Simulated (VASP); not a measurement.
Input of a VASP 6.6.1 run:

File INCAR:

```
PREC = Accurate
ENCUT = 520
EDIFF = 1E-7
ISMEAR = -1
SIGMA = 0.02
LREAL = False
LASPH = True
NELM = 100
ALGO = Normal
ISIF = 2
LWAVE = False
LCHARG = False
GGA = CA
NBANDS = 13
```

Contents of KPOINTS:

```
regular mesh
0
Gamma
  10 10 10
```

Contents of POSCAR:

```
O
1.0
    1.4233490221      0.8217709410      3.4083000000
   -1.4233490221      0.8217709410      3.4083000000
    0.0000000000     -1.6435418821      3.4083000000
O
2
Direct
    0.0577000000      0.0577000000      0.0577000000
    0.9423000000      0.9423000000      0.9423000000
```

Potentials or basis: VASP PAW LDA potentials, release 64 (O).

Launch:

```bash
$ cat potpaw_LDA.64/O/POTCAR > POTCAR
$ mpirun -np 1 vasp_std > vasp.out
```

Task: Predict the largest force.

Result: 3.524 eV/Å.

Task: Predict the band gap on the k mesh.

Result: Zero (bands 6 and 7 overlap by 1.33 eV).

Task: Predict the pressure.

Result: 1.5 GPa.

Stress tensor (GPa, compression positive):
```
-12.25   0.00   0.00
  0.00 -12.25   0.00
  0.00   0.00  29.09
```

Caveat: the standard files for N, O and F lose accuracy on very short bonds; spin is off for a triplet molecule; forces of over 1 eV/Å act on the atoms, so gaps and moduli don't describe the material at rest.
